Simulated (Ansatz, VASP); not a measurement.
# Two plane-wave programs on Bi2Te3

Contents of INCAR:

```
PREC     = Accurate       # precision mode
ENCUT    = 520            # plane-wave cutoff, eV
EDIFF    = 1E-6           # SCF threshold, eV
ISMEAR   = -1             # smearing method
SIGMA    = 0.05           # smearing width, eV
LREAL    = False          # projectors in reciprocal space
LASPH    = True           # aspherical terms in the spheres
NELM     = 80             # most SCF steps
ALGO     = Normal         # electronic algorithm
ISIF     = 2              # what is computed and relaxed
LWAVE    = False          # write WAVECAR
LCHARG   = False          # write CHGCAR
GGA      = VW             # functional
NBANDS   = 32             # bands
```

Contents of KPOINTS:

```
regular mesh
0
Gamma
  7 7 7
```

File POSCAR:

```
Bi2Te3
1.0
    2.1782814357      1.2576313732     10.0974386602
   -2.1782814357      1.2576313732     10.0974386602
    0.0000000000     -2.5152627466     10.0974386602
Bi Te
2 3
Direct
    0.6000000000      0.6000000000      0.6000000000
    0.4000000000      0.4000000000      0.4000000000
    0.7905000000      0.7905000000      0.7905000000
    0.2095000000      0.2095000000      0.2095000000
    0.0000000000      0.0000000000      0.0000000000
```

Contents of input.yaml:

```yaml
crystal:
  lattice:
    - [2.1782814357, 1.2576313732, 10.0974386602]
    - [-2.1782814357, 1.2576313732, 10.0974386602]
    - [0.0, -2.5152627466, 10.0974386602]
  atoms:
    - { symbol: Bi, position: [0.6, 0.6, 0.6] }
    - { symbol: Bi, position: [0.4, 0.4, 0.4] }
    - { symbol: Te, position: [0.7905, 0.7905, 0.7905] }
    - { symbol: Te, position: [0.2095, 0.2095, 0.2095] }
    - { symbol: Te, position: [0.0, 0.0, 0.0] }
hamiltonian:
  xc: { exchange: slater, correlation: vwn5 }
  pseudopotentials: { kind: paw }
kpoints:
  mp_grid: { grid: [7, 7, 7] }
scf:
  occupations: { method: fermi_dirac, width: 0.05 }
output:
  forces: true
  stress: true
  eigenvalues: true
```

Alike in both runs: task single point; functional SVWN5; k mesh 7 × 7 × 7; occupations fermi-dirac, width 0.05 eV; no spin polarisation.

|  | VASP | Ansatz |
| --- | --- | --- |
| version | VASP 6.6.1 | Ansatz 0.2.0 |
| potentials or method | VASP PAW PBE potentials, release 64 (Bi_d, Te) | Ansatz PAW |
| plane-wave cutoff (eV) | 520 | 420 |
| valence electrons in the cell | 48 | 78 |

VASP gave:

* gap on the k mesh at the Fermi level (eV): 0.19
* least direct gap on the mesh (eV): 0.19
* pressure (GPa): -0.7
* traceless stress, the component that is largest in VASP (GPa): -0.27
* rms of the force components (eV/Å): 0.017

Task: Which values does Ansatz return?

Result: gap on the k mesh at the Fermi level (eV): 0.20; least direct gap on the mesh (eV): 0.20; pressure (GPa): -0.8; traceless stress, the component that is largest in VASP (GPa): -0.27; rms of the force components (eV/Å): 0.027.

VASP's potentials were made for PBE, not for SVWN5. Atom by atom the forces differ by 0.010 eV/Å (rms over components). The functional is the same, so the differences come from potentials, cutoffs and numerics. VASP's potentials hold 48 valence electrons a cell and Ansatz's 78, so a difference there can come from the potentials and not from the codes.

Spin-orbit coupling is off throughout. Noted on Ansatz's run: odd divisions of the mesh miss points on the zone boundary, where band edges often lie, so the gap on the mesh can be too wide.
